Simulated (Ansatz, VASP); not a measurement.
# Ga: VASP beside Ansatz

POSCAR

```
Ga
1.0
    2.2318501700     -3.7932285796      0.0000000000
    2.2318501700      3.7932285796      0.0000000000
    0.0000000000      0.0000000000      4.5346411306
Ga
4
Direct
    0.8442341977      0.1557658023      0.0855794111
    0.6557658023      0.3442341977      0.5855794111
    0.1557658023      0.8442341977      0.9144205889
    0.3442341977      0.6557658023      0.4144205889
```

The input INCAR.step1:

```
ALGO = Normal
EDIFF = 1E-4
ENCUT = 520
GGA = PE
ISMEAR = 0
LASPH = True
LCHARG = False
LREAL = False
LWAVE = True
NBANDS = 34
NELM = 60
PREC = Accurate
SIGMA = 0.6
```

File INCAR.step2:

```
ALGO = Normal
EDIFF = 1E-6
ENCUT = 520
ISIF = 2
ISMEAR = 0
ISTART = 1
LASPH = True
LCHARG = True
LELF = True
LMIXTAU = True
LREAL = False
LVHAR = True
LWAVE = False
METAGGA = R2SCAN
NBANDS = 34
NELM = 60
PREC = Accurate
SIGMA = 0.6
```

Contents of KPOINTS:

```
k-points
0
Gamma
  8 8 7
```

Input for Ansatz:

```yaml
crystal:
  lattice:
    - [2.23185017, -3.7932285796, 0.0]
    - [2.23185017, 3.7932285796, 0.0]
    - [0.0, 0.0, 4.5346411306]
  atoms:
    - { symbol: Ga, position: [0.8442341977, 0.1557658023, 0.0855794111] }
    - { symbol: Ga, position: [0.6557658023, 0.3442341977, 0.5855794111] }
    - { symbol: Ga, position: [0.1557658023, 0.8442341977, 0.9144205889] }
    - { symbol: Ga, position: [0.3442341977, 0.6557658023, 0.4144205889] }
hamiltonian:
  xc: r2scan
  pseudopotentials:
    kind: paw
    azcp:
      Ga: "pseudopotentials/Ga.paw.azcp"
basis:
  ecutwfc: 500
  fft_grid_basis: typed
kpoints:
  mp_grid: { grid: [8, 8, 7], shift: [0, 0, 0] }
magnetization:
  spin_polarized: false
scf:
  occupations: { method: gaussian, width: 0.6 }
  lower_state_search: "off"
output:
  stress: true
```

Alike in both runs: task single point; functional r2SCAN; k mesh 8 × 8 × 7; occupations gaussian, width 0.6 eV; no spin polarisation.

|  | VASP | Ansatz |
| --- | --- | --- |
| version | VASP 6.6.1 | Ansatz 0.2.0 |
| potentials or method | VASP PAW PBE potentials, release 64 (Ga_d), cutoff 520 eV | plane waves (500 eV) with PAW, scalar-relativistic |
| valence electrons in the cell | 52 | 52 |

|  | VASP | Ansatz | Ansatz less VASP |
| --- | --- | --- | --- |
| pressure (GPa) | 0.3 | 0.2 | -0.15 |
| traceless stress, the component that is largest in VASP (GPa) | 0.44 | 0.40 | -0.042 |

VASP's potentials were made for PBE, not for r2SCAN. The functional is the same, so the differences come from potentials, cutoffs and numerics.
